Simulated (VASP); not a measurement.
Input of a VASP 6.6.1 run:

Contents of INCAR:

```
SYSTEM = Al2Cu
PREC = Accurate
ENCUT = 520
EDIFF = 1E-6
ISMEAR = 0
SIGMA = 0.15
LREAL = .False.
LASPH = .True.
NELM = 100
ALGO = Fast
ISIF = 2
LWAVE = .False.
LCHARG = .True.
GGA = PS
LELF = .True.
LVHAR = .True.
NBANDS = 26
```

The input KPOINTS:

```
Automatic mesh
0
Gamma
  10 10 10
  0 0 0
```

The input POSCAR:

```
Al2Cu
1.0
   -2.9066000000      2.9066000000      2.3655500000
    2.9066000000     -2.9066000000      2.3655500000
    2.9066000000      2.9066000000     -2.3655500000
Al Cu
4 2
Direct
    0.1593210787      0.6593210787      0.8186421574
    0.6593210787      0.8406789213      0.5000000000
    0.8406789213      0.3406789213      0.1813578426
    0.3406789213      0.1593210787      0.5000000000
    0.7500000000      0.7500000000      0.0000000000
    0.2500000000      0.2500000000      0.0000000000
```

Potentials or basis: VASP PAW PBE potentials, release 64 (Al, Cu).

The run is started by

```console
$ cat potpaw_PBE.64/Al/POTCAR potpaw_PBE.64/Cu/POTCAR > POTCAR
$ mpirun -np 1 vasp_std > vasp.out
```

What does it give for the pressure?

10.4 GPa.

Estimate the largest force.

0.038 eV/Å.

Stress tensor (GPa, compression positive):
```
10.96  0.00  0.00
 0.00 10.96  0.00
 0.00  0.00  9.25
```

Caveat: the cell stands under pressure; the PAW data sets were made with another functional, which shifts forces and pressure a little.
